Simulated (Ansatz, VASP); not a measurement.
**One calculation of TiO2, two programs**

```
Ti O
1.0
     4.65445    0.00000    0.00000
     0.00000    4.65445    0.00000
     0.00000    0.00000    2.99794
Ti O
2 4
Direct
  0.00000 0.00000 0.00000
  0.50000 0.50000 0.50000
  0.30578 0.30578 0.00000
  0.19422 0.80578 0.50000
  0.69422 0.69422 0.00000
  0.80578 0.19422 0.50000
```

Change from the starting cell: volume scaled by 1.04, ions relaxed.

Alike in both runs: functional PBE; k mesh 7 × 7 × 10; occupations fermi-dirac, width 0.02 eV; no spin polarisation.

Ansatz relaxed the structure, and its values are those at the end. VASP's run is a single point on that final structure, the one shown.

|  | VASP | Ansatz |
| --- | --- | --- |
| version | VASP 6.6.1 | Ansatz 0.2.0 |
| potentials or method | VASP PAW PBE potentials, release 64 (Ti_sv, O) | plane-wave PAW, scalar-relativistic |
| plane-wave cutoff (eV) | 520 | 420 |
| valence electrons in the cell | 48 | 48 |

VASP gave:

* gap on the k mesh at the Fermi level (eV): 1.80
* pressure (GPa): -3.1
* rms of the force components (eV/Å): 0.013

Task: What did Ansatz give for the same quantities?

Result: gap on the k mesh at the Fermi level (eV): 1.83; pressure (GPa): -3.7; rms of the force components (eV/Å): 0.001.

The functional is the same, so the differences come from potentials, cutoffs and numerics. Ansatz's warnings: stress scf threshold loose.
